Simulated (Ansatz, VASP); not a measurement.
**One calculation of In, two programs**

File INCAR:

```
SYSTEM = In
ALGO = Normal
EDIFF = 1E-8
ENCUT = 520
GGA = PS
ISIF = 2
ISMEAR = -1
LASPH = .TRUE.
LCHARG = .FALSE.
LEFG = .TRUE.
LREAL = .FALSE.
LWAVE = .FALSE.
NBANDS = 62
NELM = 80
PREC = Accurate
SIGMA = 0.05
```

Contents of KPOINTS:

```
k-points
0
G
  3 3 3
  0 0 0
```

The input POSCAR:

```
In
1.0
   -3.2509400000      3.2509400000      4.9474000000
    3.2509400000     -3.2509400000      4.9474000000
    3.2509400000      3.2509400000     -4.9474000000
In
8
Direct
    0.0000000000      0.0000000000      0.0000000000
    0.0000000000      0.0000000000      0.5000000000
    0.0000000000      0.5000000000      0.0000000000
    0.0000000000      0.5000000000      0.5000000000
    0.5000000000      0.0000000000      0.0000000000
    0.5000000000      0.0000000000      0.5000000000
    0.5000000000      0.5000000000      0.0000000000
    0.5000000000      0.5000000000      0.5000000000
```

Input for Ansatz:

```yaml
crystal:
  lattice:
    - [-3.25094, 3.25094, 4.9474]
    - [3.25094, -3.25094, 4.9474]
    - [3.25094, 3.25094, -4.9474]
  atoms:
    - { symbol: In, position: [0.0, 0.0, 0.0] }
    - { symbol: In, position: [0.0, 0.0, 0.5] }
    - { symbol: In, position: [0.0, 0.5, 0.0] }
    - { symbol: In, position: [0.0, 0.5, 0.5] }
    - { symbol: In, position: [0.5, 0.0, 0.0] }
    - { symbol: In, position: [0.5, 0.0, 0.5] }
    - { symbol: In, position: [0.5, 0.5, 0.0] }
    - { symbol: In, position: [0.5, 0.5, 0.5] }
kpoints:
  mp_grid: { grid: [3, 3, 3] }
scf:
  occupations: { method: fermi_dirac, width: 0.05 }
hamiltonian:
  xc: pbesol
  pseudopotentials: { kind: paw, azcp: { folder: soft_1 } }
output:
  forces: true
  efg: { quadrupole_moments_barn: { In: 0.772 }, contact_densities: true }
  core_levels: { shells: { In: "3d" }, counted_from: fermi_level, add_spin: always }
```

Alike in both runs: task electric field gradients; functional PBEsol; k mesh 3 × 3 × 3; occupations fermi-dirac, width 0.05 eV; no spin polarisation.

|  | VASP | Ansatz |
| --- | --- | --- |
| version | VASP 6.6.1 | Ansatz 0.2.0 |
| potentials or method | VASP PAW PBE potentials, release 64 (In_d) | plane-wave PAW, scalar-relativistic |
| plane-wave cutoff (eV) | 520 | 420 |
| valence electrons in the cell | 104 | 104 |

Ansatz gave:

| Property | Result |
| --- | --- |
| size of Vzz on the site where it differs most (V/Å²) | 8.2 |

Q: Which values does VASP return?

A: Size of Vzz on the site where it differs most (V/Å²): 8.6.

VASP's potentials were made for PBE, not for PBEsol, and Ansatz warns of the same on its side. The functional is the same, so the differences come from potentials, cutoffs and numerics.

The k mesh is coarse, so the values compare programs but aren't converged.
